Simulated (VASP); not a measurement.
The system is TaN.

```
Ta N
1.0
     0.00000    2.19331    2.19331
     2.19331    0.00000    2.19331
     2.19331    2.19331    0.00000
Ta N
1 1
Direct
  0.00000 0.00000 0.00000
  0.50000 0.50000 0.50000
```

* Program: VASP 6.6.1
* Task: relaxation of cell and atoms
* Functional: PBE
* Potentials or basis: VASP PAW PBE potentials, release 64 (Ta_pv, N)
* Cutoff: 600 eV
* k mesh: 16 × 16 × 16
* Occupations: gaussian, width 0.1 eV
* Spin: no spin polarisation

At the start: pressure 8.0 GPa; volume 10.55 Å³/atom.

**Question.** Where does the relaxation end?

**Answer.** Over 4 steps the energy falls by 6.0 meV/atom and the volume is 10.80 Å³/atom (+2.3 %); space group Fm-3m (No. 225, to 0.05 Å).

The path:
| step | energy change (eV) | largest force (eV/Å) | pressure (GPa) | volume (Å³) |
| --- | --- | --- | --- | --- |
| 1 | 0.0000 | 0.0000 | 7.98 | 21.10 |
| 2 | 0.0460 | 0.0000 | -15.31 | 22.75 |
| 3 | -0.0119 | 0.0000 | -0.13 | 21.60 |
| 4 | -0.0119 | 0.0000 | 0.01 | 21.59 |

Final structure:
```
Ta N
1.0
     0.00000    2.21012    2.21012
     2.21012    0.00000    2.21012
     2.21012    2.21012    0.00000
Ta N
1 1
Direct
  0.00000 0.00000 0.00000
  0.50000 0.50000 0.50000
```
